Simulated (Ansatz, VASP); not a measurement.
## B3N2: VASP beside Ansatz

File INCAR:

```
SYSTEM = B3N2
PREC = Accurate ; ENCUT = 520
EDIFF = 1E-7 ; ISMEAR = 0
SIGMA = 0.1 ; LREAL = .FALSE.
LASPH = .TRUE. ; NELM = 150
ALGO = Normal ; ISIF = 2
LWAVE = .FALSE. ; LCHARG = .FALSE.
ISPIN = 2 ; MAGMOM = 0 0 0 1 1
LORBIT = 11 ; GGA = PE
NBANDS = 22
```

File KPOINTS:

```
Automatic mesh
0
G
  6 6 4
  0 0 0
```

File POSCAR:

```
B3N2
1.0
    3.4477206273      0.0000000000      0.0000000000
   -1.7238603136      2.9858136484      0.0000000000
    0.0000000000      0.0000000000      4.4012131937
B N
3 2
Direct
    0.3358509262      0.0000000000      0.0000000000
    0.0000000000      0.3358509262      0.0000000000
    0.6641490738      0.6641490738      0.0000000000
    0.0000000000      0.0000000000      0.7651521541
    0.0000000000      0.0000000000      0.2348478459
```

Input for Ansatz:

```yaml
crystal:
  lattice:
    - [3.4477206273, 0.0, 0.0]
    - [-1.7238603136, 2.9858136484, 0.0]
    - [0.0, 0.0, 4.4012131937]
  atoms:
    - { symbol: B, position: [0.3358509262, 0.0, 0.0] }
    - { symbol: B, position: [0.0, 0.3358509262, 0.0] }
    - { symbol: B, position: [0.6641490738, 0.6641490738, 0.0] }
    - { symbol: "N", position: [0.0, 0.0, 0.7651521541], spin: 1.0 }
    - { symbol: "N", position: [0.0, 0.0, 0.2348478459], spin: 1.0 }
basis:
  ecutwfc: 420
kpoints:
  mp_grid: { grid: [6, 6, 4] }
hamiltonian:
  xc: pbe
scf:
  occupations: { method: gaussian, width: 0.1 }
  lower_state_search: "off"
output:
  forces: true
  stress: true
  eigenvalues: true
  populations: true
magnetization:
  spin_polarized: true
```

Alike in both runs: task single point; functional PBE; k mesh 6 × 6 × 4; occupations gaussian, width 0.1 eV; collinear spin.

|  | VASP | Ansatz |
| --- | --- | --- |
| version | VASP 6.6.1 | Ansatz 0.2.0 |
| potentials or method | VASP PAW PBE potentials, release 64 (B, N), cutoff 520 eV | scalar-relativistic, plane waves, PAW |
| valence electrons in the cell | 19 | 19 |

Ansatz gave:

| Item | Value |
| --- | --- |
| gap on the k mesh at the Fermi level (eV) | none |
| pressure (GPa) | -0.3 |
| traceless stress, the component that is largest in VASP (GPa) | -0.42 |
| rms of the force components (eV/Å) | 0.023 |
| net moment per atom (μB) | 0.10 |
| size of the moment on the site where the two differ most (μB) | 0.17 |

**Question.** What did VASP give for the same quantities?

**Answer.** gap on the k mesh at the Fermi level (eV): none; pressure (GPa): 0.1; traceless stress, the component that is largest in VASP (GPa): -0.31; rms of the force components (eV/Å): 0.041; net moment per atom (μB): 0.10; size of the moment on the site where the two differ most (μB): 0.20.

Site moments also hang on the region over which each program counts them. Atom by atom the forces differ by 0.043 eV/Å (rms over components). A gap of «none» marks a metal or a gap that the smearing closes. With one functional, cell and mesh, what is left measures potentials, basis and numerics.
